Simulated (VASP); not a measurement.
Crystal: Sr.

```
Sr
1.0
     3.62341    0.00000    0.00000
    -1.81171    3.13797    0.00000
     0.00000    0.00000    5.86993
Sr
2
Direct
  0.33333 0.66667 0.25000
  0.66667 0.33333 0.75000
```

```yaml
Program: VASP 6.6.1
Task: relaxation of cell and atoms
Functional: PBE
Potentials_or_basis: VASP PAW PBE potentials, release 64 (Sr_sv)
Cutoff: 600 eV
k_mesh: 11 × 11 × 6
Occupations: fermi-dirac, width 0.08 eV
Spin: no spin polarisation
```

At the start: pressure 12.2 GPa; volume 33.37 Å³/atom.

Problem. Where does the relaxation end?

Solution. Over 7 steps the energy falls by 598.9 meV/atom and the volume is 55.19 Å³/atom (+65.4 %); space group P6_3/mmc (No. 194, to 0.05 Å).

Step by step:
| step | energy change (eV) | largest force (eV/Å) | pressure (GPa) | volume (Å³) |
| --- | --- | --- | --- | --- |
| 1 | 0.0000 | 0.0000 | 12.16 | 66.74 |
| 2 | -1.0917 | 0.0000 | 2.34 | 94.31 |
| 3 | -1.1918 | 0.0000 | 0.48 | 106.27 |
| 4 | -1.1978 | 0.0000 | 0.04 | 110.01 |
| 5 | -1.1977 | 0.0000 | -0.06 | 111.03 |
| 6 | -1.1979 | 0.0000 | -0.02 | 110.65 |
| 7 | -1.1979 | 0.0000 | 0.00 | 110.39 |

Final structure:
```
Sr
1.0
     4.26662    0.00000    0.00000
    -2.13331    3.69500    0.00000
     0.00000    0.00000    7.00187
Sr
2
Direct
  0.33333 0.66667 0.25000
  0.66667 0.33333 0.75000
```

Caveat: the volume moved by over 15 % at a fixed basis, so the end points are rough.
